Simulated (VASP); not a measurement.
Set up this calculation in VASP 6.6.1, as the native input.

- Task: single point
- Functional: LDA
- Potentials or basis: VASP PAW LDA potentials, release 64 (V_sv, O)
- Cutoff: 600 eV
- k mesh: 5 × 5 × 8
- Occupations: fermi-dirac, width 0.05 eV
- Spin: collinear spin, ferromagnetic start
- Starting moments: [2.0, 2.0, 0.0, 0.0, 0.0, 0.0] μB
- Dipole correction: no
- Further INCAR settings: ALGO = Normal; EDIFF = 1e-06; NBANDS = 38

The structure of VO2 lies in POSCAR:

```
VO2
1.0
    4.4375250725      0.0000000000      0.0000000000
    0.0000000000      4.4375250725      0.0000000000
    0.0000000000      0.0000000000      2.8104325459
V O
2 4
Direct
    0.0000000000      0.0000000000      0.0000000000
    0.5000000000      0.5000000000      0.5000000000
    0.3050000000      0.3050000000      0.0000000000
    0.1950000000      0.8050000000      0.5000000000
    0.6950000000      0.6950000000      0.0000000000
    0.8050000000      0.1950000000      0.5000000000
```

One way to write it, as run:

INCAR

```
SYSTEM = VO2
ALGO     = Normal         ! electronic algorithm
EDIFF    = 1E-6           ! SCF threshold, eV
ENCUT    = 600            ! plane-wave cutoff, eV
GGA_COMPAT= .False.      
ISIF     = 2              ! what is computed and relaxed
ISMEAR   = -1             ! smearing method
ISPIN    = 2              ! spin polarisation
LASPH    = .True.         ! aspherical terms in the spheres
LCHARG   = .False.        ! write CHGCAR
LMAXMIX  = 4              ! l up to which the mixer works
LORBIT   = 11             ! projections on sites
LREAL    = .False.        ! projectors in reciprocal space
LWAVE    = .False.        ! write WAVECAR
MAGMOM   = 2 2 0 0 0 0    ! initial moments
NBANDS   = 38             ! bands
NELM     = 200            ! most SCF steps
PREC     = Accurate       ! precision mode
SIGMA    = 0.05           ! smearing width, eV
```

KPOINTS

```
k-points
0
Gamma
  5 5 8
  0 0 0
```

Potentials or basis: VASP PAW LDA potentials, release 64 (V_sv, O).

Command:

```console
$ cat potpaw_LDA.64/V_sv/POTCAR potpaw_LDA.64/O/POTCAR > POTCAR
$ mpirun -np 1 vasp_std > vasp.out
```

Results of the run:

```
Pressure                                              : 6.7 GPa
Largest force                                         : 0.883 eV/Å
Net moment                                            : 1.55 μB per cell
Site moments                                          : V +0.76; O -0.02 μB
Valence electrons inside the program's atomic spheres : V 11.76; O 5.06
```

Caveat: the cell stands under pressure.

Run time: 3 min on 1 thread of Intel(R) Xeon(R) Platinum 8488C (Sapphire Rapids) (shared host), peak memory 0.22 GiB.
